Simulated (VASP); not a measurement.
Wanted: the native input for a VASP 6.6.1 run.

| Item | Value |
| --- | --- |
| Task | single point |
| Functional | PBE |
| Potentials or basis | VASP PAW PBE potentials, release 64 (C, Br, N) |
| Cutoff | 520 eV |
| k mesh | 4 × 4 × 4 |
| Occupations | gaussian, width 0.1 eV |
| Spin | collinear spin, ferromagnetic start |
| Starting moments | [0.58, 0.58, 0.58, 0.0, 0.55] μB |
| Dipole correction | no |
| Further INCAR settings | ALGO = Fast; EDIFF = 1e-06; NBANDS = 24 |

The structure of C3BrN lies in POSCAR:

```
C3BrN
1.0
    3.6698687529      0.0000000000      0.0000000000
    0.0000000000      3.6698687529      0.0000000000
    0.0000000000      0.0000000000      3.6698687529
C Br N
3 1 1
Direct
    0.0000000000      0.5000000000      0.5000000000
    0.5000000000      0.0000000000      0.5000000000
    0.5000000000      0.5000000000      0.0000000000
    0.0000000000      0.0000000000      0.0000000000
    0.5000000000      0.5000000000      0.5000000000
```

One way to write it, as run:

INCAR

```
PREC     = Accurate       # precision mode
ENCUT    = 520            # plane-wave cutoff, eV
EDIFF    = 1E-6           # SCF threshold, eV
ISMEAR   = 0              # smearing method
SIGMA    = 0.1            # smearing width, eV
LREAL    = F              # projectors in reciprocal space
LASPH    = T              # aspherical terms in the spheres
NELM     = 150            # most SCF steps
ALGO     = Fast           # electronic algorithm
ISIF     = 2              # what is computed and relaxed
LWAVE    = F              # write WAVECAR
LCHARG   = T              # write CHGCAR
ISPIN    = 2              # spin polarisation
MAGMOM   = 0.58 0.58 0.58 0 0.55 # initial moments
LORBIT   = 11             # projections on sites
GGA      = PE             # functional
LELF     = T              # ELF
LVHAR    = T            
NBANDS   = 24             # bands
```

KPOINTS

```
Automatic mesh
0
Gamma
  4 4 4
```

Potentials or basis: VASP PAW PBE potentials, release 64 (C, Br, N).

Run with:

```bash
$ cat potpaw_PBE.64/C/POTCAR potpaw_PBE.64/Br/POTCAR potpaw_PBE.64/N/POTCAR > POTCAR
$ mpirun -np 1 vasp_std > vasp.out
```

Results of the run:

```
Pressure                                              : -0.3 GPa
Net moment                                            : 1.38 μB per cell
Site moments                                          : C +0.20; Br +0.11; N +0.15 μB
Valence electrons inside the program's atomic spheres : C 2.08; Br 4.65; N 3.47
```

Caveat: the k points lie up to 0.43 Å⁻¹ apart.

Run time: 25 s on 1 thread of Oxide Virtual Turin-like Processor, with other jobs on the host, peak memory 0.14 GiB.
